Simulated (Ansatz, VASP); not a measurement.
# Two plane-wave programs on CaB2

Contents of INCAR:

```
  PREC = Accurate
  ENCUT = 600
  EDIFF = 1E-6
  ISMEAR = 0
  SIGMA = 0.1
  LREAL = False
  LASPH = True
  NELM = 60
  ALGO = Normal
  ISIF = 3
  LWAVE = False
  LCHARG = False
  GGA = PE
  IBRION = 2
  NSW = 90
  EDIFFG = -0.04
```

The input KPOINTS:

```
Automatic mesh
0
Gamma
  4 4 4
```

File POSCAR:

```
CaB2
1.0
    4.2730948393      0.0000000000      0.0000000000
    0.0000000000      4.2730948393      0.0000000000
    0.0000000000      0.0000000000      4.2730948393
Ca B
2 4
Direct
    0.0000000000      0.0000000000      0.0000000000
    0.5000000000      0.5000000000      0.5000000000
    0.2500000000      0.2500000000      0.2500000000
    0.2500000000      0.7500000000      0.7500000000
    0.7500000000      0.7500000000      0.2500000000
    0.7500000000      0.2500000000      0.7500000000
```

Input for Ansatz:

```yaml
crystal:
  lattice:
    - [4.2730948393, 0.0, 0.0]
    - [0.0, 4.2730948393, 0.0]
    - [0.0, 0.0, 4.2730948393]
  atoms:
    - { symbol: Ca, position: [0.0, 0.0, 0.0] }
    - { symbol: Ca, position: [0.5, 0.5, 0.5] }
    - { symbol: B, position: [0.25, 0.25, 0.25] }
    - { symbol: B, position: [0.25, 0.75, 0.75] }
    - { symbol: B, position: [0.75, 0.75, 0.25] }
    - { symbol: B, position: [0.75, 0.25, 0.75] }
basis:
  ecutwfc: 420
kpoints:
  mp_grid: { grid: [4, 4, 4] }
hamiltonian:
  xc: pbe
scf:
  occupations: { method: gaussian, width: 0.1 }
  lower_state_search: "off"
output:
  forces: true
  stress: true
  eigenvalues: true
relax:
  adjacent_minimum: "off"
  f_tol: 0.04
  max_steps: 70
  cell: { stress_tol: 0.4 }
```

Alike in both runs: task relaxation of cell and atoms; functional PBE; k mesh 4 × 4 × 4; occupations gaussian, width 0.1 eV; no spin polarisation.

|  | VASP | Ansatz |
| --- | --- | --- |
| version | VASP 6.6.1 | Ansatz 0.2.0 |
| potentials or method | VASP PAW PBE potentials, release 64 (Ca_sv, B), cutoff 600 eV | scalar-relativistic, plane waves, PAW |
| valence electrons in the cell | 32 | 32 |

Ansatz gave:

| Property | Result |
| --- | --- |
| gap on the k mesh at the Fermi level, each at its own relaxed structure (eV) | none |
| relaxed volume (Å³/atom) | 34.55 |
| relaxed cell length with the largest relative difference (Å) | 5.918 |

Estimate VASP's values.

gap on the k mesh at the Fermi level, each at its own relaxed structure (eV): none; relaxed volume (Å³/atom): 33.66; relaxed cell length with the largest relative difference (Å): 5.867.

A gap of «none» marks a metal or a gap that the smearing closes.

The k mesh is coarse, so the values compare programs but aren't converged. Noted on VASP's run: the volume moved by over 15 % at a fixed basis, so the end points are rough.
